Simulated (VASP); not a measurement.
# LiH (F-43m) in VASP: notebook, part 2 of 2

VASP 6.6.1. The steps go on from the part before.

## Step 3: Single point, PBE (atoms taken out)

INCAR

```
SYSTEM = LiH
PREC     = Accurate       ! precision mode
ENCUT    = 520            ! plane-wave cutoff, eV
EDIFF    = 1E-6           ! SCF threshold, eV
ISMEAR   = 0              ! smearing method
SIGMA    = 0.1            ! smearing width, eV
LREAL    = .FALSE.        ! projectors in reciprocal space
LASPH    = .TRUE.         ! aspherical terms in the spheres
NELM     = 100            ! most SCF steps
ALGO     = Normal         ! electronic algorithm
ISIF     = 2              ! what is computed and relaxed
LWAVE    = .FALSE.        ! write WAVECAR
LCHARG   = .FALSE.        ! write CHGCAR
GGA      = PE             ! functional
NBANDS   = 9              ! bands
```

KPOINTS

```
regular mesh
0
G
  6 6 6
  0 0 0
```

POSCAR

```
LiH
1.0
    0.0000000000      2.7089274600      2.7089274600
    2.7089274600      0.0000000000      2.7089274600
    2.7089274600      2.7089274600      0.0000000000
Li H
1 1
Direct
    0.0000000000      0.0000000000      0.0000000000
    0.7500000000      0.7500000000      0.7500000000
```

Potentials or basis: VASP PAW PBE potentials, release 64 (Li_sv, H).

Started as:

```sh
$ cat potpaw_PBE.64/Li_sv/POTCAR potpaw_PBE.64/H/POTCAR > POTCAR
$ mpirun -np 1 vasp_std > vasp.out
```

OUTCAR:

```text
SYSTEM = LiH
   PREC = Accurate
   ENCUT = 520
   EDIFF = 1E-6
   ISMEAR = 0
   LREAL = .FALSE.
   LASPH = .TRUE.
   NELM = 100
   ISIF = 2
   GGA = PE

 ion  position               nearest neighbor table
   1  0.000  0.000  0.000-
   2  0.750  0.750  0.750-

  LATTYP: Found a face centered cubic cell.
 ALAT       =     5.4178549200

  Lattice vectors:

 A1 = (   0.0000000000,   2.7089274600,   2.7089274600)
 A2 = (   2.7089274600,   0.0000000000,   2.7089274600)
 A3 = (   2.7089274600,   2.7089274600,   0.0000000000)

Analysis of symmetry for initial positions (statically):
=====================================================================
 Subroutine PRICEL returns:
 Original cell was already a primitive cell.

 Routine SETGRP: Setting up the symmetry group for a
 face centered cubic supercell.

 Subroutine GETGRP returns: Found 24 space group operations
 (whereof 24 operations were pure point group operations)
 out of a pool of 48 trial point group operations.

The static configuration has the point symmetry T_d .

Analysis of symmetry for dynamics (positions and initial velocities):
=====================================================================
 Subroutine PRICEL returns:
 Original cell was already a primitive cell.

 Routine SETGRP: Setting up the symmetry group for a
 face centered cubic supercell.

 Subroutine GETGRP returns: Found 24 space group operations
 (whereof 24 operations were pure point group operations)
 out of a pool of 48 trial point group operations.

The dynamic configuration has the point symmetry T_d .

 Subroutine INISYM returns: Found 24 space group operations
 (whereof 24 operations are pure point group operations),
 and found     1 'primitive' translations

----------------------------------------------------------------------------------------

                                     Primitive cell

  volume of cell :      39.7578

  direct lattice vectors                    reciprocal lattice vectors
     0.000000000  2.708927460  2.708927460    -0.184574894  0.184574894  0.184574894
     2.708927460  0.000000000  2.708927460     0.184574894 -0.184574894  0.184574894
     2.708927460  2.708927460  0.000000000     0.184574894  0.184574894 -0.184574894

  length of vectors
     3.831001953  3.831001953  3.831001953     0.319693095  0.319693095  0.319693095

  position of ions in fractional coordinates (direct lattice)
     0.000000000  0.000000000  0.000000000
     0.750000000  0.750000000  0.750000000

  ion indices of the primitive-cell ions
   primitive index   ion index
                 1           1
                 2           2

----------------------------------------------------------------------------------------

 KPOINTS: regular mesh

Automatic generation of k-mesh.
 Grid dimensions read from file:
 generate k-points for:    6    6    6

 Generating k-lattice:

  Cartesian coordinates                     Fractional coordinates (reciprocal lattice)
    -0.030762482  0.030762482  0.030762482     0.166666667  0.000000000  0.000000000
     0.030762482 -0.030762482  0.030762482     0.000000000  0.166666667  0.000000000
     0.030762482  0.030762482 -0.030762482     0.000000000  0.000000000  0.166666667

  Length of vectors
     0.053282182  0.053282182  0.053282182

  Shift w.r.t. Gamma in fractional coordinates (k-lattice)
     0.000000000  0.000000000  0.000000000

 Subroutine IBZKPT returns following result:
 ===========================================

 Found     16 irreducible k-points:

 Following reciprocal coordinates:
            Coordinates               Weight
  0.000000  0.000000  0.000000      1.000000
  0.166667  0.000000  0.000000      8.000000
  0.333333  0.000000  0.000000      8.000000
  0.500000  0.000000  0.000000      4.000000
  0.166667  0.166667  0.000000      6.000000
  0.333333  0.166667  0.000000     24.000000
[... 8 lines left out ...]
 -0.333333  0.333333  0.166667     24.000000
 -0.333333  0.500000  0.166667     12.000000
   k-points           NKPTS =     16   k-points in BZ     NKDIM =     16   number of bands    NBANDS=      9
   number of dos      NEDOS =    301   number of ions     NIONS =      2
   total plane-waves  NPLWV =  21952
   dimension x,y,z NGX =    28 NGY =   28 NGZ =   28
   dimension x,y,z NGXF=    56 NGYF=   56 NGZF=   56
   ions per type =               1   1
   NGX,Y,Z   is equivalent  to a cutoff of  12.15, 12.15, 12.15 a.u.
   NGXF,Y,Z  is equivalent  to a cutoff of  24.30, 24.30, 24.30 a.u.
 SYSTEM =  LiH
   PREC   = accura    normal or accurate (medium, high low for compatibility)
   ISTART =      0    job   : 0-new  1-cont  2-samecut
   ICHARG =      2    charge: 1-file 2-atom 10-const
   ISPIN  =      1    spin polarized calculation?
   LNONCOLLINEAR =      F non collinear calculations
   LSORBIT =      F    spin-orbit coupling
   LASPH  =      T    aspherical Exc in radial PAW
   ENCUT  =  520.0 eV  38.22 Ry    6.18 a.u.   7.12  7.12  7.12*2*pi/ulx,y,z
   NELM   =    100;   NELMIN=  2; NELMDL= -5     # of ELM steps
   EDIFF  = 0.1E-05   stopping-criterion for ELM
   LREAL  =      F    real-space projection
   EDIFFG = 0.1E-04   stopping-criterion for IOM
   NSW    =      0    number of steps for IOM
   IBRION =     -1    ionic relax: 0-MD 1-quasi-New 2-CG
   NFREE  =      0    steps in history (QN), initial steepest desc. (CG)
   ISIF   =      2    stress and relaxation
   ISYM   =      2    0-nonsym 1-usesym 2-fastsym
   POTIM  = 0.5000    time-step for ionic-motion
   TEBEG  =    0.0;   TEEND  =   0.0 temperature during run
   PSTRESS=    0.0 pullay stress
   NELECT =       4.0000    total number of electrons
   NUPDOWN=      -1.0000    fix difference up-down
   EMIN   =  10.00;   EMAX   =-10.00  energy-range for DOS
   EFERMI =   0.00;   METHOD = LEGACY
   ISMEAR =     0;   SIGMA  =   0.10  broadening in eV -4-tet -1-fermi 0-gaus
   EFERMI_NEDOS =   21; number of points for ismear=-14 and -15
   IALGO  =     38    algorithm
   IMIX   =      4    mixing-type and parameters
     AMIX     =   0.40;   BMIX     =  1.00
     AMIX_MAG =   1.60;   BMIX_MAG =  1.00
  volume/ion in A,a.u.               =      19.88       134.15
  Fermi-wavevector in a.u.,A,eV,Ry     =   0.761414  1.438864  7.887992  0.579751
  Thomas-Fermi vector in A             =   1.860648
   LORBIT       =      0    0 simple, 1 ext, 2 COOP (PROOUT), +10 PAW based schemes
   GGA     = PE    functional components
   LHFCALC =     F    Hartree Fock is set to
   AEXX    =    0.0000 exact exchange contribution
   IVDW    =     0    specifies the selected vdW correction
   LEPSILON=     F    determine dielectric tensor
   LRPA    =     F    only Hartree local field effects (RPA)
 non-spin polarized calculation
 Gauss-broadening in eV      SIGMA  =   0.10
  energy-cutoff  :      520.00
  volume of cell :       39.76
 maximum number of plane-waves:      1090
   NGX = 15   NGY = 15   NGZ = 15

 number of electron       3.9999989 magnetization

 Free energy of the ion-electron system (eV)
  ---------------------------------------------------
  ext. energy  EPLUGINS =         0.00000000
  ---------------------------------------------------
  free energy    TOTEN  =        -5.41844942 eV

  energy without entropy =       -5.41844942  energy(sigma->0) =       -5.41844942

 E-fermi :  -2.6353     XC(G=0):  -5.8082

 val. band max:       -3.0668625853   @ k =  -0.3333   0.5000   0.1667
 cond. band min:       0.3833301770   @ k =   0.5000   0.0000   0.0000
 fundamental gap:      3.4501927622
 Fermi energy:        -2.6353034496

 k-point     1 :       0.0000    0.0000    0.0000
  band No.  band energies     occupation
      1     -48.2615      2.00000
      2      -5.2193      2.00000
      3       4.8925      0.00000
      4       8.3642      0.00000
      5       8.3642      0.00000
      6       8.3642      0.00000
      7      10.5827      0.00000
      8      10.5827      0.00000
      9      10.5827      0.00000
[... 169 lines left out ...]
 k-point    16 :      -0.3333    0.5000    0.1667
  band No.  band energies     occupation
      1     -48.2603      2.00000
      2      -3.0669      2.00000
      3       2.3716      0.00000
      4       2.4178      0.00000
      5       3.9013      0.00000
      6       7.4936      0.00000
      7       9.7968      0.00000
      8      12.6269      0.00000
      9      15.1177      0.00000

------------------------ aborting loop because EDIFF is reached ----------------------------------------

  FORCE on cell =-STRESS in cart. coord.  units (eV):
  Direction    XX          YY          ZZ          XY          YZ          ZX
  --------------------------------------------------------------------------------------
  -------------------------------------------------------------------------------------
  Total       -1.5156556     -1.5156556     -1.5156556     -0.0000000     -0.0000000      0.0000000
  in kB      -61.0785878    -61.0785878    -61.0785878     -0.0000000     -0.0000000      0.0000000
  external PRESSURE =     -61.0785878 kB  Pullay stress =       0.0000000 kB

 VOLUME and BASIS-vectors are now :
 -----------------------------------------------------------------------------
  energy-cutoff  :      520.00
  volume of cell :       39.76
      direct lattice vectors                 reciprocal lattice vectors
     0.000000000  2.708927460  2.708927460    -0.184574894  0.184574894  0.184574894
     2.708927460  0.000000000  2.708927460     0.184574894 -0.184574894  0.184574894
     2.708927460  2.708927460  0.000000000     0.184574894  0.184574894 -0.184574894

 POSITION                                       TOTAL-FORCE (eV/Angst)
 -----------------------------------------------------------------------------------
      0.00000      0.00000      0.00000         0.000000      0.000000      0.000000
      4.06339      4.06339      4.06339        -0.000000     -0.000000     -0.000000
 -----------------------------------------------------------------------------------
    total drift:                                0.000000      0.000000      0.000000

  FREE ENERGIE OF THE ION-ELECTRON SYSTEM (eV)
  ---------------------------------------------------
  free  energy   TOTEN  =        -5.4184494228 eV

  energy  without entropy=       -5.4184494228  energy(sigma->0) =       -5.41844942
```

It took 7 s on 1 thread of AMD EPYC 7R13, shared host; peak memory 0.12 GiB.

What came out:

| Quantity | Value |
| --- | --- |
| Free energy | -5.4184 eV |
| Band gap on the k mesh | 3.45 eV (least direct gap 3.97 eV) |

Caveat: the cell differs from its parent crystal (atoms taken out); the cutoff is under 1.25 times the usual one of these potentials, so pressure, stress and relaxed cells hold a basis-set (Pulay) error. A k mesh can miss the band edges.

## Step 4: Single point, r2SCAN

POSCAR

```
LiH
1.0
    0.0000000000      2.1441752503      2.1441752503
    2.1441752503      0.0000000000      2.1441752503
    2.1441752503      2.1441752503      0.0000000000
Li H
1 1
Direct
    0.0000000000      0.0000000000      0.0000000000
    0.2500000000      0.2500000000      0.2500000000
```

INCAR.step1

```
SYSTEM = LiH
ALGO = Normal
EDIFF = 1E-4
ENCUT = 520
GGA = PE
ISMEAR = 0
LASPH = .TRUE.
LCHARG = .FALSE.
LREAL = .FALSE.
LWAVE = .TRUE.
NBANDS = 9
NELM = 100
PREC = Accurate
SIGMA = 0.02
```

INCAR.step2

```
SYSTEM = LiH
ALGO = Normal
EDIFF = 1E-6
ENCUT = 520
ISIF = 2
ISMEAR = 0
ISTART = 1
LASPH = .TRUE.
LCHARG = .FALSE.
LMIXTAU = .TRUE.
LREAL = .FALSE.
LWAVE = .FALSE.
METAGGA = R2SCAN
NBANDS = 9
NELM = 100
PREC = Accurate
SIGMA = 0.02
```

KPOINTS

```
k-points
0
G
  10 10 10
  0 0 0
```

Started as:

```sh
$ cat potpaw_PBE.64/Li_sv/POTCAR potpaw_PBE.64/H/POTCAR > POTCAR
$ cp INCAR.step1 INCAR
$ mpirun -np 1 vasp_std > vasp.out
$ cp INCAR.step2 INCAR
$ mpirun -np 1 vasp_std > vasp.out
```

It took 71 s on 1 thread of AMD EPYC 7R13, shared host; peak memory 0.11 GiB.

The run converged. Its results:

| Quantity | Value |
| --- | --- |
| Free energy | -6.7105 eV |
| Band gap on the k mesh | 4.82 eV (least direct gap 5.85 eV) |

Levels at points of the mesh, in eV from the valence-band top:
| k point | band 1 | band 2 | band 3 | band 4 | band 5 |
| --- | --- | --- | --- | --- | --- |
| (0.00, 0.00, 0.00) | -44.69 | -3.65 | 14.17 | 18.92 | 18.92 |
| (0.50, 0.00, 0.00) | -44.67 | -1.03 | 4.82 | 16.28 | 16.28 |
| (0.50, 0.50, 0.00) | -44.66 | -0.30 | 7.88 | 10.81 | 11.58 |

Caveat: the cutoff is under 1.25 times the usual one of these potentials, so pressure, stress and relaxed cells hold a basis-set (Pulay) error; the PAW data sets were made with another functional, which shifts forces and pressure a little. A k mesh can miss the band edges.

## Step 5: Summary

| level | cell | k mesh | smearing | gap on the mesh (eV) |
| --- | --- | --- | --- | --- |
| PBE | a = 3.033 Å, angles 60.0°, 2 atoms | 6 × 6 × 6 | gaussian 0.1 eV | 4.30 |
| PBE | a = 3.831 Å, angles 60.0°, 2 atoms | 6 × 6 × 6 | gaussian 0.1 eV | 3.45 |
| r2SCAN | a = 3.032 Å, angles 60.0°, 2 atoms | 10 × 10 × 10 | gaussian 0.02 eV | 4.82 |

Alike in all rows: task single point; potentials or basis VASP PAW PBE potentials, release 64 (Li_sv, H); no spin polarisation; cutoff (eV) 520.

Caveats: some runs use coarse meshes; the cutoff is under 1.25 times the usual one of these potentials, so pressure, stress and relaxed cells hold a basis-set (Pulay) error; the PAW data sets were made with another functional, which shifts forces and pressure a little (at least some runs).

Absolute energies hang on the potentials; compare differences alone.
